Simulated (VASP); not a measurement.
# ZrC in VASP: a series of runs

The runs below take ZrC through single point, relaxation of shape and atoms at fixed volume, with PBEsol.

Everything below comes from runs of VASP 6.6.1. Logs are shortened: lines on timing, memory, paths and dates and some standing lists are left out, and cuts for length are marked.

## (1) The cell of the first run

The structure is hexagonal, space group P6_3/mmc (No. 194). The conventional cell has a = 3.249 Å, b = 3.249 Å, c = 5.760 Å, α = 90.00°, β = 90.00°, γ = 120.00°. Within 3.1 Å of Zr (site symmetry -3m) lie 6 C at 2.36 Å and 2 Zr at 2.88 Å. C (site symmetry -6m2) has 6 Zr at 2.36 Å within 3.1 Å.

## (2) Single point, PBEsol (volume scaled by 0.980)

The input, INCAR:

```
PREC = Accurate ; ENCUT = 520
EDIFF = 1E-6 ; ISMEAR = 0
SIGMA = 0.05 ; LREAL = False
LASPH = True ; NELM = 60
ALGO = Normal ; ISIF = 2
LWAVE = False ; LCHARG = False
GGA = PS ; NBANDS = 24
```

The input, KPOINTS:

```
Automatic mesh
0
Gamma
  12 12 6
```

The input, POSCAR:

```
ZrC
1.0
    3.2491409656      0.0000000000      0.0000000000
   -1.6245704828      2.8138386167      0.0000000000
    0.0000000000      0.0000000000      5.7604255301
Zr C
2 2
Direct
    0.0000000000      0.0000000000      0.0000000000
    0.0000000000      0.0000000000      0.5000000000
    0.3333333333      0.6666666667      0.2500000000
    0.6666666667      0.3333333333      0.7500000000
```

Potentials or basis: VASP PAW PBE potentials, release 64 (Zr_sv, C).

Launch:

```sh
$ cat potpaw_PBE.64/Zr_sv/POTCAR potpaw_PBE.64/C/POTCAR > POTCAR
$ mpirun -np 1 vasp_std > vasp.out
```

OUTCAR:

```text
PREC = Accurate
   ENCUT = 520
   EDIFF = 1E-6
   ISMEAR = 0
   LREAL = False
   LASPH = True
   NELM = 60
   ISIF = 2
   GGA = PS

 ion  position               nearest neighbor table
   1  0.000  0.000  0.000-   3 2.36   4 2.36   4 2.36   3 2.36   4 2.36   3 2.36   2 2.88   2 2.88

   2  0.000  0.000  0.500-   3 2.36   4 2.36   4 2.36   3 2.36   4 2.36   3 2.36   1 2.88   1 2.88

   3  0.333  0.667  0.250-   1 2.36   2 2.36   1 2.36   2 2.36   1 2.36   2 2.36
   4  0.667  0.333  0.750-   1 2.36   2 2.36   1 2.36   2 2.36   1 2.36   2 2.36

  LATTYP: Found a hexagonal cell.
 ALAT       =     3.2491409656
 C/A-ratio  =     1.7729072364

  Lattice vectors:

 A1 = (   3.2491409656,   0.0000000000,   0.0000000000)
 A2 = (  -1.6245704828,   2.8138386167,   0.0000000000)
 A3 = (   0.0000000000,   0.0000000000,   5.7604255301)

Analysis of symmetry for initial positions (statically):
=====================================================================
 Subroutine PRICEL returns:
 Original cell was already a primitive cell.

 Routine SETGRP: Setting up the symmetry group for a
 hexagonal supercell.

 Subroutine GETGRP returns: Found 24 space group operations
 (whereof 12 operations were pure point group operations)
 out of a pool of 24 trial point group operations.

The static configuration has the point symmetry D_3d.
 The point group associated with its full space group is D_6h.

Analysis of symmetry for dynamics (positions and initial velocities):
=====================================================================
 Subroutine PRICEL returns:
 Original cell was already a primitive cell.

 Routine SETGRP: Setting up the symmetry group for a
 hexagonal supercell.

 Subroutine GETGRP returns: Found 24 space group operations
 (whereof 12 operations were pure point group operations)
 out of a pool of 24 trial point group operations.

The dynamic configuration has the point symmetry D_3d.
 The point group associated with its full space group is D_6h.

 Subroutine INISYM returns: Found 24 space group operations
 (whereof 12 operations are pure point group operations),
 and found     1 'primitive' translations

----------------------------------------------------------------------------------------

                                     Primitive cell

  volume of cell :      52.6650

[... 84 lines left out ...]
   ISTART =      0    job   : 0-new  1-cont  2-samecut
   ICHARG =      2    charge: 1-file 2-atom 10-const
   ISPIN  =      1    spin polarized calculation?
   LNONCOLLINEAR =      F non collinear calculations
   LSORBIT =      F    spin-orbit coupling
   LASPH  =      T    aspherical Exc in radial PAW
   ENCUT  =  520.0 eV  38.22 Ry    6.18 a.u.   6.04  6.04 10.71*2*pi/ulx,y,z
   NELM   =     60;   NELMIN=  2; NELMDL= -5     # of ELM steps
   EDIFF  = 0.1E-05   stopping-criterion for ELM
   LREAL  =      F    real-space projection
   EDIFFG = 0.1E-04   stopping-criterion for IOM
   NSW    =      0    number of steps for IOM
   IBRION =     -1    ionic relax: 0-MD 1-quasi-New 2-CG
   NFREE  =      0    steps in history (QN), initial steepest desc. (CG)
   ISIF   =      2    stress and relaxation
   ISYM   =      2    0-nonsym 1-usesym 2-fastsym
   POTIM  = 0.5000    time-step for ionic-motion
   TEBEG  =    0.0;   TEEND  =   0.0 temperature during run
   PSTRESS=    0.0 pullay stress
   NELECT =      32.0000    total number of electrons
   NUPDOWN=      -1.0000    fix difference up-down
   EMIN   =  10.00;   EMAX   =-10.00  energy-range for DOS
   EFERMI =   0.00;   METHOD = LEGACY
   ISMEAR =     0;   SIGMA  =   0.05  broadening in eV -4-tet -1-fermi 0-gaus
   EFERMI_NEDOS =   21; number of points for ismear=-14 and -15
   IALGO  =     38    algorithm
   IMIX   =      4    mixing-type and parameters
     AMIX     =   0.40;   BMIX     =  1.00
     AMIX_MAG =   1.60;   BMIX_MAG =  1.00
  volume/ion in A,a.u.               =      13.17        88.85
  Fermi-wavevector in a.u.,A,eV,Ry     =   1.386598  2.620291 26.159314  1.922655
  Thomas-Fermi vector in A             =   2.510899
   LORBIT       =      0    0 simple, 1 ext, 2 COOP (PROOUT), +10 PAW based schemes
   GGA     = PS    functional components
   LHFCALC =     F    Hartree Fock is set to
   AEXX    =    0.0000 exact exchange contribution
   IVDW    =     0    specifies the selected vdW correction
   LEPSILON=     F    determine dielectric tensor
   LRPA    =     F    only Hartree local field effects (RPA)
 non-spin polarized calculation
 Gauss-broadening in eV      SIGMA  =   0.05
  energy-cutoff  :      520.00
  volume of cell :       52.67
 maximum number of plane-waves:      1443
   NGX = 13   NGY = 13   NGZ = 21

 number of electron      31.9999998 magnetization

 Free energy of the ion-electron system (eV)
  ---------------------------------------------------
  ext. energy  EPLUGINS =         0.00000000
  ---------------------------------------------------
  free energy    TOTEN  =       -38.83251017 eV

  energy without entropy =      -38.83135670  energy(sigma->0) =      -38.83193343

 E-fermi :   9.1985     XC(G=0): -12.1640

 val. band max:        9.1816929787   @ k =   0.2500   0.0000   0.0000
 cond. band min:       9.2029433928   @ k =   0.1667   0.1667   0.0000
 fundamental gap:      0.0212504141
 Fermi energy:         9.1985103475

 k-point     1 :       0.0000    0.0000    0.0000
  band No.  band energies     occupation
      1     -38.8059      2.00000
      2     -38.6373      2.00000
      3     -17.6498      2.00000
      4     -16.5923      2.00000
      5     -16.5923      2.00000
      6     -16.4364      2.00000
[... 637 lines left out ...]
     23      15.3729      0.00000
     24      16.5405      0.00000

 [... further k-points ...]
[... 5 lines left out ...]
  --------------------------------------------------------------------------------------
  -------------------------------------------------------------------------------------
  Total        1.5244338      1.5244338      1.5488924      0.0000000      0.0000000      0.0000000
  in kB       46.3763804     46.3763804     47.1204601      0.0000000      0.0000000      0.0000000
  external PRESSURE =      46.6244070 kB  Pullay stress =       0.0000000 kB

 VOLUME and BASIS-vectors are now :
 -----------------------------------------------------------------------------
  energy-cutoff  :      520.00
  volume of cell :       52.67
      direct lattice vectors                 reciprocal lattice vectors
     3.249140966  0.000000000  0.000000000     0.307773658  0.177693204  0.000000000
    -1.624570483  2.813838617  0.000000000     0.000000000  0.355386408  0.000000000
     0.000000000  0.000000000  5.760425530     0.000000000  0.000000000  0.173598286

 POSITION                                       TOTAL-FORCE (eV/Angst)
 -----------------------------------------------------------------------------------
      0.00000      0.00000      0.00000        -0.000000      0.000000     -0.000000
      0.00000      0.00000      2.88021         0.000000      0.000000     -0.000000
     -0.00000      1.87589      1.44011         0.000000      0.000000      0.000000
      1.62457      0.93795      4.32032        -0.000000      0.000000      0.000000
 -----------------------------------------------------------------------------------
    total drift:                               -0.000000      0.000000      0.000000

  FREE ENERGIE OF THE ION-ELECTRON SYSTEM (eV)
  ---------------------------------------------------
  free  energy   TOTEN  =       -38.8325101671 eV

  energy  without entropy=      -38.8313566997  energy(sigma->0) =      -38.83193343
```

stdout:

```text
POSCAR found type information on POSCAR ZrC
 POSCAR found :  2 types and       4 ions
 scaLAPACK will be used
 -----------------------------------------------------------------------------
|                                                                             |
|                                                                             |
|     You enforced a specific xc type in the INCAR file but a different       |
|     I HOPE YOU KNOW WHAT YOU ARE DOING!                                     |
|                                                                             |
 -----------------------------------------------------------------------------

 LDA part: xc-table for (Slater+PW92), standard interpolation
 POSCAR, INCAR and KPOINTS ok, starting setup
 FFT: planning ... GRIDC
 FFT: planning ... GRID_SOFT
 FFT: planning ... GRID
 WAVECAR not read
 entering main loop
```

Wall time 67 s (1 thread of AMD EPYC 7R43 (Zen 3), shared host); peak memory 0.18 GiB.

What came out:

```
Free energy            : -38.8325 eV
Pressure               : 4.7 GPa
Band gap on the k mesh : zero (band 16 reaches 10.58 eV, above the bottom of band 17 at 9.00 eV)
```

Caveat: the PAW data sets were made with another functional, which shifts forces and pressure a little.

## (3) Single point, PBEsol (volume scaled by 1.020)

The input, INCAR:

```
SYSTEM = ZrC
ALGO = Normal
EDIFF = 1E-7
ENCUT = 520
GGA = PS
ISIF = 2
ISMEAR = 0
LASPH = .TRUE.
LCHARG = .TRUE.
LELF = .TRUE.
LREAL = .FALSE.
LVHAR = .TRUE.
LWAVE = .FALSE.
NBANDS = 24
NELM = 100
PREC = Accurate
SIGMA = 0.05
```

The input, KPOINTS:

```
k-points
0
G
  12 12 6
  0 0 0
```

The input, POSCAR:

```
ZrC
1.0
    3.2953936145      0.0000000000      0.0000000000
   -1.6476968073      2.8538945856      0.0000000000
    0.0000000000      0.0000000000      5.8284245464
Zr C
2 2
Direct
    0.0000000000      0.0000000000      0.0000000000
    0.0000000000      0.0000000000      0.5000000000
    0.3333333333      0.6666666667      0.2500000000
    0.6666666667      0.3333333333      0.7500000000
```

Potentials or basis: VASP PAW PBE potentials, release 64 (Zr_sv, C).

Launch:

```sh
$ cat potpaw_PBE.64/Zr_sv/POTCAR potpaw_PBE.64/C/POTCAR > POTCAR
$ mpirun -np 1 vasp_std > vasp.out
```

It took 91 s on 1 thread of AMD EPYC 7R43 (Zen 3), shared host; peak memory 0.2 GiB.

It converged, with:

* Free energy: -38.8392 eV
* Pressure: -3.6 GPa
* Band gap on the k mesh: zero (band 16 reaches 10.10 eV, above the bottom of band 17 at 8.57 eV)

Levels at points of the mesh, in eV from the Fermi level:
| k point | band 14 | band 15 | band 16 | band 17 | band 18 | band 19 |
| --- | --- | --- | --- | --- | --- | --- |
| (0.00, 0.00, 0.00) | -1.27 | 0.82 | 1.37 | 1.37 | 1.70 | 1.70 |
| (0.50, 0.00, 0.00) | -1.47 | -1.08 | -0.62 | 0.50 | 1.79 | 4.63 |
| (0.00, 0.00, 0.50) | -1.15 | -1.15 | -1.15 | 2.57 | 2.57 | 2.67 |
| (0.50, 0.00, 0.50) | -1.69 | -1.29 | -1.29 | 1.02 | 1.02 | 5.12 |

Caveat: the PAW data sets were made with another functional, which shifts forces and pressure a little.

## (4) Single point, PBEsol (volume scaled by 1.040)

The input, INCAR:

```
SYSTEM = ZrC
ALGO     = Normal         ! electronic algorithm
EDIFF    = 1E-6           ! SCF threshold, eV
ENCUT    = 520            ! plane-wave cutoff, eV
GGA      = PS             ! functional
ISIF     = 2              ! what is computed and relaxed
ISMEAR   = 0              ! smearing method
LASPH    = .TRUE.         ! aspherical terms in the spheres
LCHARG   = .TRUE.         ! write CHGCAR
LELF     = .TRUE.         ! ELF
LREAL    = .FALSE.        ! projectors in reciprocal space
LVHAR    = .TRUE.       
LWAVE    = .FALSE.        ! write WAVECAR
NBANDS   = 24             ! bands
NELM     = 100            ! most SCF steps
PREC     = Accurate       ! precision mode
SIGMA    = 0.05           ! smearing width, eV
```

KPOINTS is that of step 3.

The input, POSCAR:

```
ZrC
1.0
    3.3182351104      0.0000000000      0.0000000000
   -1.6591175552      2.8736759013      0.0000000000
    0.0000000000      0.0000000000      5.8611741990
Zr C
2 2
Direct
    0.0000000000      0.0000000000      0.0000000000
    0.0000000000      0.0000000000      0.5000000000
    0.3333333333      0.6666666667      0.2500000000
    0.6666666667      0.3333333333      0.7500000000
```

Launch:

```sh
$ cat potpaw_PBE.64/Zr_sv/POTCAR potpaw_PBE.64/C/POTCAR > POTCAR
$ mpirun -np 1 vasp_std > vasp.out
```

Wall time 91 s (1 thread of AMD EPYC 7R43 (Zen 3), shared host); peak memory 0.2 GiB.

It converged, with:

| Quantity | Value |
| --- | --- |
| Free energy | -38.8037 eV |
| Pressure | -7.1 GPa |
| Band gap on the k mesh | zero (band 16 reaches 9.87 eV, above the bottom of band 17 at 8.37 eV) |

Levels at points of the mesh, in eV from the Fermi level:
```
           k point  band 13  band 14  band 15  band 16  band 17  band 18  band 19  band 20
(0.00, 0.00, 0.00)    -2.16    -1.23     0.82     1.36     1.36     1.68     1.68     1.77
(0.50, 0.00, 0.00)    -2.39    -1.46    -1.04    -0.65     0.48     1.79     4.54     4.68
(0.00, 0.00, 0.50)    -1.12    -1.12    -1.12    -1.12     2.54     2.54     2.63     2.63
(0.50, 0.00, 0.50)    -1.67    -1.67    -1.26    -1.26     1.01     1.01     5.00     5.00
```

Caveat: the PAW data sets were made with another functional, which shifts forces and pressure a little.

[end of part 1 of 2]
